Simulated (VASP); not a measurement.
# SiC (Cm) in VASP: notebook, part 2 of 2

VASP 6.6.1. The steps go on from the part before.

## (3) Single point, PBE (atom 1 (Si) moved by (-0.600, +0.600) A along [1 1 0] and z)

INCAR

```
PREC = Accurate
ENCUT = 600
EDIFF = 1E-6
ISMEAR = 0
SIGMA = 0.05
LREAL = False
LASPH = True
NELM = 120
ALGO = Normal
ISIF = 2
LWAVE = False
LCHARG = False
GGA = PE
NBANDS = 11
GGA_COMPAT = False
```

KPOINTS

```
regular mesh
0
Gamma
  4 4 4
```

POSCAR

```
SiC
1.0
    0.0000000000      2.1740000000      2.1740000000
    2.1740000000      0.0000000000      2.1740000000
    2.1740000000      2.1740000000      0.0000000000
Si C
1 1
Direct
    0.1379944802      0.1379944802     -0.3331481457
    0.7500000000      0.7500000000      0.7500000000
```

Potentials or basis: VASP PAW PBE potentials, release 64 (Si, C).

Started as:

```console
> cat potpaw_PBE.64/Si/POTCAR potpaw_PBE.64/C/POTCAR > POTCAR
> mpirun -np 1 vasp_std > vasp.out
```

OUTCAR:

```text
PREC = Accurate
   ENCUT = 600
   EDIFF = 1E-6
   ISMEAR = 0
   LREAL = False
   LASPH = True
   NELM = 120
   ISIF = 2
   GGA = PE

 ion  position               nearest neighbor table
   1  0.138  0.138  0.667-   2 1.72   2 1.72   2 1.93
   2  0.750  0.750  0.750-   1 1.72   1 1.72   1 1.93

  LATTYP: Found a face centered cubic cell.
 ALAT       =     4.3480000000

  Lattice vectors:

 A1 = (   0.0000000000,   2.1740000000,   2.1740000000)
 A2 = (   2.1740000000,   0.0000000000,   2.1740000000)
 A3 = (   2.1740000000,   2.1740000000,   0.0000000000)

Analysis of symmetry for initial positions (statically):
=====================================================================
 Subroutine PRICEL returns:
 Original cell was already a primitive cell.

 Routine SETGRP: Setting up the symmetry group for a
 face centered cubic supercell.

 Subroutine GETGRP returns: Found  2 space group operations
 (whereof  2 operations were pure point group operations)
 out of a pool of 48 trial point group operations.

The static configuration has the point symmetry C_1h.
[... 169 lines left out ...]
  band No.  band energies     occupation
      1      -7.2552      2.00000
      2       6.5564      2.00000
      3       7.8653      2.00000
      4      10.0726      0.00000
      5      12.6001      0.00000
      6      15.7610      0.00000
      7      16.7582      0.00000
      8      18.2074      0.00000
      9      20.4267      0.00000
     10      21.6745      0.00000
     11      22.2049      0.00000
[... 309 lines left out ...]
 k-point    24 :       0.2500   -0.2500    0.5000
  band No.  band energies     occupation
      1      -2.0354      2.00000
      2       0.9164      2.00000
      3       2.9516      2.00000
      4       4.4117      2.00000
      5      12.3993      0.00000
      6      16.0093      0.00000
      7      17.2054      0.00000
      8      18.3026      0.00000
      9      24.3075      0.00000
     10      26.5609      0.00000
     11      29.6833      0.00000

------------------------ aborting loop because EDIFF is reached ----------------------------------------

  FORCE on cell =-STRESS in cart. coord.  units (eV):
  Direction    XX          YY          ZZ          XY          YZ          ZX
  --------------------------------------------------------------------------------------
  -------------------------------------------------------------------------------------
  Total        4.1305403      4.1305403     -0.2670795     -0.5386497     -0.9292961     -0.9292961
  in kB      322.0392648    322.0392648    -20.8229598    -41.9960415    -72.4529534    -72.4529483
  external PRESSURE =     207.7518566 kB  Pullay stress =       0.0000000 kB

 VOLUME and BASIS-vectors are now :
 -----------------------------------------------------------------------------
  energy-cutoff  :      600.00
  volume of cell :       20.55
      direct lattice vectors                 reciprocal lattice vectors
     0.000000000  2.174000000  2.174000000    -0.229990800  0.229990800  0.229990800
     2.174000000  0.000000000  2.174000000     0.229990800 -0.229990800  0.229990800
     2.174000000  2.174000000  0.000000000     0.229990800  0.229990800 -0.229990800

 POSITION                                       TOTAL-FORCE (eV/Angst)
 -----------------------------------------------------------------------------------
      1.74974      1.74974      0.60000        -0.941808     -0.941808     -2.963315
      3.26100      3.26100      3.26100         0.941808      0.941808      2.963315
 -----------------------------------------------------------------------------------
    total drift:                                0.000425      0.000425      0.000039

  FREE ENERGIE OF THE ION-ELECTRON SYSTEM (eV)
  ---------------------------------------------------
  free  energy   TOTEN  =       -13.0590720942 eV

  energy  without entropy=      -13.0581585806  energy(sigma->0) =      -13.05861534
```

Wall time 7.7 s (1 thread of Intel Xeon Platinum 8375C at 2.90GHz (Ice Lake), shared host); peak memory 0.15 GiB.

Results:

```
Free energy            : -13.0591 eV
Pressure               : 20.8 GPa
Largest force          : 3.249 eV/Å
Band gap on the k mesh : zero (band 4 reaches 10.07 eV, above the bottom of band 5 at 8.30 eV)
```

Forces in eV/Å, atoms in the order of the input:
```
Si  -0.942 -0.942 -2.963
C    0.942  0.942  2.963
```

Caveat: the k points lie up to 0.63 Å⁻¹ apart; the cell differs from its parent crystal (atom 1 (Si) moved by (-0.600, +0.600) A along [1 1 0] and z); forces of over 1 eV/Å act on the atoms, so gaps and moduli don't describe the material at rest.
